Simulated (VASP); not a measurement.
# Zn (C2/c) in VASP: further runs

The runs below take Zn through single point, with LDA.

Everything below comes from runs of VASP 6.6.1. Logs are shortened: lines on timing, memory, paths and dates and some standing lists are left out, and cuts for length are marked.

## 1. The cell of the first run

The typed cell holds 2 atoms: a = 2.797 Å, b = 2.797 Å, c = 4.934 Å, α = 104.15°, β = 104.15°, γ = 124.66°.

## 2. Single point, LDA (13.50 Å³/atom)

Contents of INCAR:

```
SYSTEM = Zn
PREC     = Accurate       ! precision mode
ENCUT    = 520            ! plane-wave cutoff, eV
EDIFF    = 1E-6           ! SCF threshold, eV
ISMEAR   = -1             ! smearing method
SIGMA    = 0.1            ! smearing width, eV
LREAL    = .False.        ! projectors in reciprocal space
LASPH    = .True.         ! aspherical terms in the spheres
NELM     = 60             ! most SCF steps
ALGO     = Normal         ! electronic algorithm
ISIF     = 2              ! what is computed and relaxed
LWAVE    = .False.        ! write WAVECAR
LCHARG   = .True.         ! write CHGCAR
LELF     = .True.         ! ELF
LVHAR    = .True.       
NBANDS   = 19             ! bands
```

Contents of KPOINTS:

```
regular mesh
0
Gamma
  17 17 9
  0 0 0
```

Contents of POSCAR:

```
Zn
1.0
   -1.9073169702      1.5963266044      1.2802770046
    1.5963266044     -1.9073169702      1.2802770046
    3.2340680636      3.2340680636     -1.8498564291
Zn
2
Direct
    0.9505988317      0.0494011683      1.0000000000
    0.7994011683      0.2005988317      0.5000000000
```

Potentials or basis: VASP PAW LDA potentials, release 64 (Zn).

Started as:

```bash
> cat potpaw_LDA.64/Zn/POTCAR > POTCAR
> mpirun -np 1 vasp_std > vasp.out
```

OUTCAR:

```text
SYSTEM = Zn
   PREC = Accurate
   ENCUT = 520
   EDIFF = 1E-6
   ISMEAR = -1
   LREAL = .False.
   LASPH = .True.
   NELM = 60
   ISIF = 2

 ion  position               nearest neighbor table
   1  0.951  0.049  0.000-   2 2.58   2 2.58   2 2.58   2 2.58   2 2.72   2 2.72
   2  0.799  0.201  0.500-   1 2.58   1 2.58   1 2.58   1 2.58   1 2.72   1 2.72

  Warning from LATTYP: Got some problem with cell dimensions!
  Tried to take original basis but could not verify dimensions!
  LATTYP: Found a base centered monoclinic cell.
 ALAT       =     2.5980505864
 B/A-ratio  =     1.9071608101
 C/A-ratio  =     1.6144809770
 COS(beta)  =    -0.0001543040

  Lattice vectors:

 A1 = (   1.9073169702,  -1.5963266044,  -1.2802770046)
 A2 = (  -1.5963266044,   1.9073169702,  -1.2802770046)
 A3 = (   2.9230776978,   2.9230776978,   0.7106975801)

Analysis of symmetry for initial positions (statically):
=====================================================================
 Subroutine PRICEL returns:
 Original cell was already a primitive cell.

 Routine SETGRP: Setting up the symmetry group for a
 base centered monoclinic supercell.

 Subroutine GETGRP returns: Found  4 space group operations
 (whereof  2 operations were pure point group operations)
 out of a pool of  4 trial point group operations.

The static configuration has the point symmetry C_2 .
 The point group associated with its full space group is C_2h.

Analysis of symmetry for dynamics (positions and initial velocities):
=====================================================================
 Subroutine PRICEL returns:
 Original cell was already a primitive cell.

 Routine SETGRP: Setting up the symmetry group for a
 base centered monoclinic supercell.

 Subroutine GETGRP returns: Found  4 space group operations
 (whereof  2 operations were pure point group operations)
 out of a pool of  4 trial point group operations.

The dynamic configuration has the point symmetry C_2 .
 The point group associated with its full space group is C_2h.

 Subroutine INISYM returns: Found  4 space group operations
 (whereof  2 operations are pure point group operations),
 and found     1 'primitive' translations

----------------------------------------------------------------------------------------

                                     Primitive cell

  volume of cell :      26.9981

  direct lattice vectors                    reciprocal lattice vectors
    -1.907316970  1.596326604  1.280277005    -0.022677174  0.262739986  0.419697151
     1.596326604 -1.907316970  1.280277005     0.262739986 -0.022677174  0.419697151
     3.234068064  3.234068064 -1.849856429     0.166146352  0.166146352  0.040358387
[... 85 lines left out ...]
   LREAL  =      F    real-space projection
   EDIFFG = 0.1E-04   stopping-criterion for IOM
   NSW    =      0    number of steps for IOM
   IBRION =     -1    ionic relax: 0-MD 1-quasi-New 2-CG
   NFREE  =      0    steps in history (QN), initial steepest desc. (CG)
   ISIF   =      2    stress and relaxation
   ISYM   =      2    0-nonsym 1-usesym 2-fastsym
   POTIM  = 0.5000    time-step for ionic-motion
   TEBEG  =    0.0;   TEEND  =   0.0 temperature during run
   PSTRESS=    0.0 pullay stress
   NELECT =      24.0000    total number of electrons
   NUPDOWN=      -1.0000    fix difference up-down
   EMIN   =  10.00;   EMAX   =-10.00  energy-range for DOS
   EFERMI =   0.00;   METHOD = LEGACY
   ISMEAR =    -1;   SIGMA  =   0.10  broadening in eV -4-tet -1-fermi 0-gaus
   EFERMI_NEDOS =   21; number of points for ismear=-14 and -15
   IALGO  =     38    algorithm
   IMIX   =      4    mixing-type and parameters
     AMIX     =   0.40;   BMIX     =  1.00
     AMIX_MAG =   1.60;   BMIX_MAG =  1.00
  volume/ion in A,a.u.               =      13.50        91.10
  Fermi-wavevector in a.u.,A,eV,Ry     =   1.574107  2.974631 33.712687  2.477813
  Thomas-Fermi vector in A             =   2.675291
   LORBIT       =      0    0 simple, 1 ext, 2 COOP (PROOUT), +10 PAW based schemes
   GGA     = CA    functional components
   LHFCALC =     F    Hartree Fock is set to
   AEXX    =    0.0000 exact exchange contribution
   IVDW    =     0    specifies the selected vdW correction
   LEPSILON=     F    determine dielectric tensor
   LRPA    =     F    only Hartree local field effects (RPA)
 non-spin polarized calculation
  energy-cutoff  :      520.00
  volume of cell :       27.00
 maximum number of plane-waves:       740
 NGX is ok and might be reduce to    24
   NGX = 11   NGY = 11   NGZ = 19

 number of electron      24.0000005 magnetization

 Free energy of the ion-electron system (eV)
  ---------------------------------------------------
  ext. energy  EPLUGINS =         0.00000000
  ---------------------------------------------------
  free energy    TOTEN  =        -3.72710393 eV

  energy without entropy =       -3.71414782  energy(sigma->0) =       -3.72062587

 E-fermi :   3.8724     XC(G=0): -12.5403

 val. band max:        3.8714529875   @ k =  -0.3529   0.0588   0.2222
 cond. band min:       3.8730923341   @ k =   0.0588   0.0000   0.0000
 fundamental gap:      0.0016393465
 Fermi energy:         3.8724332569

 k-point     1 :       0.0000    0.0000    0.0000
  band No.  band energies     occupation
      1      -7.5988      2.00000
      2      -5.2303      2.00000
      3      -4.4460      2.00000
      4      -4.3231      2.00000
      5      -4.2258      2.00000
      6      -4.1116      2.00000
[... 505 lines left out ...]
      6      -4.1616      2.00000
[... 11 lines left out ...]
     18      22.8191      0.00000
     19      23.5357      0.00000

 [... further k-points ...]

------------------------ aborting loop because EDIFF is reached ----------------------------------------

  FORCE on cell =-STRESS in cart. coord.  units (eV):
  Direction    XX          YY          ZZ          XY          YZ          ZX
  --------------------------------------------------------------------------------------
  -------------------------------------------------------------------------------------
  Total       -0.0029260     -0.0029260      0.3485737      0.0891227     -0.0091873     -0.0091872
  in kB       -0.1736412     -0.1736412     20.6857917      5.2889070     -0.5452098     -0.5452081
  external PRESSURE =       6.7795031 kB  Pullay stress =       0.0000000 kB

 VOLUME and BASIS-vectors are now :
 -----------------------------------------------------------------------------
  energy-cutoff  :      520.00
  volume of cell :       27.00
      direct lattice vectors                 reciprocal lattice vectors
    -1.907316970  1.596326604  1.280277005    -0.022677174  0.262739986  0.419697151
     1.596326604 -1.907316970  1.280277005     0.262739986 -0.022677174  0.419697151
     3.234068064  3.234068064 -1.849856429     0.166146352  0.166146352  0.040358387

 POSITION                                       TOTAL-FORCE (eV/Angst)
 -----------------------------------------------------------------------------------
     -1.73423      1.42324      1.28028        -0.004592      0.004592      0.000000
      0.41254      2.51053      0.35535         0.004592     -0.004592     -0.000000
 -----------------------------------------------------------------------------------
    total drift:                                0.000000      0.000000     -0.000000

  FREE ENERGIE OF THE ION-ELECTRON SYSTEM (eV)
  ---------------------------------------------------
  free  energy   TOTEN  =        -3.7271039254 eV

  energy  without entropy=       -3.7141478154  energy(sigma->0) =       -3.72062587
```

Run time: 1.8 min. Hardware: 1 thread of Intel Xeon 6975P-C (Granite Rapids), shared host; peak memory 0.37 GiB.

Results:

```yaml
Free_energy: -3.7271 eV
Pressure: 0.7 GPa
Largest_force: 0.006 eV/Å
Band_gap_on_the_k_mesh: zero (bands 12 and 13 overlap by 2.52 eV)
```

Forces on the atoms (eV/Å):
```
Zn  -0.005  0.005  0.000
Zn   0.005 -0.005  0.000
```

Levels at points of the mesh, in eV from the Fermi level:
```tsv
k point	band 8	band 9	band 10	band 11	band 12	band 13	band 14	band 15	band 16	band 17
(0.00, 0.00, 0.00)	-7.96	-7.85	-7.52	-7.33	-3.06	-0.47	13.27	14.70	16.05	18.34
```

## 3. Single point, LDA (14.04 Å³/atom)

This run uses another cell than the first one, of 14.04 Å³/atom.

Contents of INCAR:

```
ALGO     = Normal         # electronic algorithm
EDIFF    = 1E-6           # SCF threshold, eV
ENCUT    = 520            # plane-wave cutoff, eV
ISIF     = 2              # what is computed and relaxed
ISMEAR   = -1             # smearing method
LASPH    = T              # aspherical terms in the spheres
LCHARG   = F              # write CHGCAR
LREAL    = F              # projectors in reciprocal space
LWAVE    = F              # write WAVECAR
NBANDS   = 19             # bands
NELM     = 60             # most SCF steps
PREC     = Accurate       # precision mode
SIGMA    = 0.1            # smearing width, eV
```

Contents of KPOINTS:

```
k-points
0
Gamma
  17 17 9
```

Contents of POSCAR:

```
Zn
1.0
   -1.9324161244      1.6173333108      1.2971246867
    1.6173333108     -1.9324161244      1.2971246867
    3.2766264712      3.2766264712     -1.8741994369
Zn
2
Direct
    0.9505988317      0.0494011683      1.0000000000
    0.7994011683      0.2005988317      0.5000000000
```

Potentials or basis: VASP PAW LDA potentials, release 64 (Zn).

Started as:

```bash
> cat potpaw_LDA.64/Zn/POTCAR > POTCAR
> mpirun -np 1 vasp_std > vasp.out
```

It took 97 s on 1 thread of Intel Xeon 6975P-C (Granite Rapids), shared host; peak memory 0.38 GiB.

Results (log left out):

- Free energy: -3.7185 eV
- Pressure: -3.1 GPa
- Largest force: 0.018 eV/Å
- Band gap on the k mesh: zero (bands 12 and 13 overlap by 2.56 eV)

Forces on the atoms (eV/Å):
```
Zn   0.013 -0.013  0.000
Zn  -0.013  0.013  0.000
```

Stress tensor (GPa, compression positive):
```
-3.44  0.11 -0.02
 0.11 -3.44 -0.02
-0.02 -0.02 -2.36
```

Levels at points of the mesh, in eV from the Fermi level:
```tsv
k point	band 9	band 10	band 11	band 12	band 13	band 14	band 15	band 16
(0.00, 0.00, 0.00)	-7.73	-7.43	-7.25	-2.88	-0.55	12.92	14.34	15.59
```

Caveat: the cell stands under tension.

## 4. Single point, LDA (14.58 Å³/atom)

This run uses another cell than the first one, of 14.58 Å³/atom.

Contents of INCAR:

```
PREC     = Accurate       # precision mode
ENCUT    = 520            # plane-wave cutoff, eV
EDIFF    = 1E-6           # SCF threshold, eV
ISMEAR   = -1             # smearing method
SIGMA    = 0.1            # smearing width, eV
LREAL    = False          # projectors in reciprocal space
LASPH    = True           # aspherical terms in the spheres
NELM     = 60             # most SCF steps
ALGO     = Normal         # electronic algorithm
ISIF     = 2              # what is computed and relaxed
LWAVE    = False          # write WAVECAR
LCHARG   = False          # write CHGCAR
GGA      = CA             # functional
NBANDS   = 19             # bands
```

Contents of KPOINTS:

```
Automatic mesh
0
Gamma
  17 17 9
```

Contents of POSCAR:

```
Zn
1.0
   -1.9568796850      1.6378080579      1.3135457298
    1.6378080579     -1.9568796850      1.3135457298
    3.3181071592      3.3181071592     -1.8979259992
Zn
2
Direct
    0.9505988317      0.0494011683      1.0000000000
    0.7994011683      0.2005988317      0.5000000000
```

Started as:

```bash
> cat potpaw_LDA.64/Zn/POTCAR > POTCAR
> mpirun -np 1 vasp_std > vasp.out
```

It took 99 s on 1 thread of Intel Xeon 6975P-C (Granite Rapids), shared host; peak memory 0.39 GiB.

The run converged. Its results:

```
Free energy            : -3.6875 eV
Pressure               : -6.0 GPa
Largest force          : 0.037 eV/Å
Band gap on the k mesh : zero (bands 12 and 13 overlap by 2.59 eV)
```

Forces in eV/Å, atoms in the order of the input:
```
Zn   0.026 -0.026  0.000
Zn  -0.026  0.026  0.000
```

Stress tensor (GPa, compression positive):
```
-6.09 -0.20  0.00
-0.20 -6.09  0.00
 0.00  0.00 -5.80
```

Levels at points of the mesh, in eV from the Fermi level:
```
           k point  band 10  band 11  band 12  band 13  band 14  band 15
(0.00, 0.00, 0.00)    -7.34    -7.18    -2.71    -0.62    12.59    13.99
```

Caveat: the cell stands under tension.

## 5. Single point, LDA

Contents of INCAR:

```
SYSTEM = Zn
PREC = Accurate ; ENCUT = 520
EDIFF = 1E-6 ; ISMEAR = -1
SIGMA = 0.1 ; LREAL = .False.
LASPH = .True. ; NELM = 100
ALGO = Normal ; ISIF = 2
LWAVE = .False. ; LCHARG = .True.
GGA = CA ; LELF = .True.
LVHAR = .True. ; NBANDS = 19
```

Contents of KPOINTS:

```
regular mesh
0
Gamma
  25 25 12
  0 0 0
```

Contents of POSCAR:

```
Zn
1.0
   -1.9073169702      1.5963266044      1.2802770046
    1.5963266044     -1.9073169702      1.2802770046
    3.2340680636      3.2340680636     -1.8498564291
Zn
2
Direct
    0.9505988317      0.0494011683      1.0000000000
    0.7994011683      0.2005988317      0.5000000000
```

Started as:

```bash
> cat potpaw_LDA.64/Zn/POTCAR > POTCAR
> mpirun -np 1 vasp_std > vasp.out
```

Wall time 17 min (1 thread of Oxide Virtual Turin-like, shared host); peak memory 0.79 GiB.

The run converged. Its results:

```
Free energy            : -3.7255 eV
Pressure               : 0.8 GPa
Largest force          : 0.004 eV/Å
Band gap on the k mesh : zero (bands 12 and 13 overlap by 2.92 eV)
```

Forces in eV/Å, atoms in the order of the input:
```
Zn  -0.002  0.002  0.000
Zn   0.002 -0.002  0.000
```

Stress tensor (GPa, compression positive):
```
 0.50  0.62 -0.15
 0.62  0.50 -0.15
-0.15 -0.15  1.33
```

Levels at points of the mesh, in eV from the Fermi level:
| k point | band 10 | band 11 | band 12 | band 13 | band 14 | band 15 |
| --- | --- | --- | --- | --- | --- | --- |
| (0.00, 0.00, 0.00) | -7.58 | -7.39 | -3.12 | -0.53 | 13.21 | 14.64 |
| (0.00, 0.00, 0.50) | -7.62 | -7.57 | -7.57 | 9.22 | 9.22 | 14.55 |

## 6. The runs side by side

```csv
cell,k mesh,gap on the mesh (eV),pressure (GPa),largest force (eV/Å)
"a = 2.797, b = 2.797, c = 4.934 Å, angles 104.2, 104.2, 124.7°, 2 atoms",17 × 17 × 9,none,0.7,0.01
"a = 2.834, b = 2.834, c = 4.999 Å, angles 104.2, 104.2, 124.7°, 2 atoms",17 × 17 × 9,none,-3.1,0.02
"a = 2.870, b = 2.870, c = 5.062 Å, angles 104.2, 104.2, 124.7°, 2 atoms",17 × 17 × 9,none,-6.0,0.04
"a = 2.797, b = 2.797, c = 4.934 Å, angles 104.2, 104.2, 124.7°, 2 atoms",25 × 25 × 12,none,0.8,-
```

Alike in all rows: task single point; level LDA; potentials or basis VASP PAW LDA potentials, release 64 (Zn); no spin polarisation; cutoff (eV) 520; smearing fermi-dirac 0.1 eV.

Caveats: the cell stands under tension (at least some runs).

Total energies depend on the potentials used, so only differences within one code and one set of settings carry meaning.
